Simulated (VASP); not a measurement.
Wanted: the native input for a VASP 6.6.1 run.

```yaml
Task: single point
Functional: r2SCAN
Potentials_or_basis: VASP PAW PBE potentials, release 64 (Al, N)
Cutoff: 520 eV
k_mesh: 10 × 10 × 10
Occupations: gaussian, width 0.05 eV
Spin: no spin polarisation
Dipole_correction: no
Further_INCAR_settings: ALGO = Normal; EDIFF = 1e-06; NBANDS = 11
```

The system is AlN.

```
Al N
1.0
     0.00000    2.18490    2.15213
     2.18490    0.00000    2.15213
     2.18490    2.18490    0.00000
Al N
1 1
Direct
  0.00000 0.00000 0.00000
  0.75000 0.75000 0.75000
```

This cell differs from its parent crystal: strain +0.000 along x and y, -0.015 along z.

These files were run (other wordings do the same):

POSCAR

```
AlN
1.0
    0.0000000000      2.1849006262      2.1521271168
    2.1849006262      0.0000000000      2.1521271168
    2.1849006262      2.1849006262      0.0000000000
Al N
1 1
Direct
    0.0000000000      0.0000000000      0.0000000000
    0.7500000000      0.7500000000      0.7500000000
```

INCAR.step1

```
PREC = Accurate
ENCUT = 520
ISMEAR = 0
SIGMA = 0.05
LREAL = False
LASPH = True
NELM = 100
NBANDS = 11
GGA = PE
ALGO = Normal
EDIFF = 1E-4
LWAVE = True
LCHARG = False
```

INCAR.step2

```
PREC = Accurate
ENCUT = 520
EDIFF = 1E-6
ISMEAR = 0
SIGMA = 0.05
LREAL = False
LASPH = True
NELM = 100
ALGO = Normal
ISIF = 2
LWAVE = False
LCHARG = False
METAGGA = R2SCAN
LMIXTAU = True
NBANDS = 11
ISTART = 1
```

KPOINTS

```
Automatic mesh
0
Gamma
  10 10 10
```

Potentials or basis: VASP PAW PBE potentials, release 64 (Al, N).

Run with:

```console
$ cat potpaw_PBE.64/Al/POTCAR potpaw_PBE.64/N/POTCAR > POTCAR
$ cp INCAR.step1 INCAR
$ mpirun -np 1 vasp_std > vasp.out
$ cp INCAR.step2 INCAR
$ mpirun -np 1 vasp_std > vasp.out
```

Results of the run:

```json
{"Pressure": "2.9 GPa", "Band gap on the k mesh": "3.86 eV, indirect (least direct gap 4.98 eV)"}
```

Caveat: the cell differs from its parent crystal (strain +0.000 along x and y, -0.015 along z); the PAW data sets were made with another functional, which shifts forces and pressure a little.

Run time: 35 s on 1 thread of Intel(R) Xeon(R) Platinum 8559C (Emerald Rapids) (shared host), peak memory 0.15 GiB.
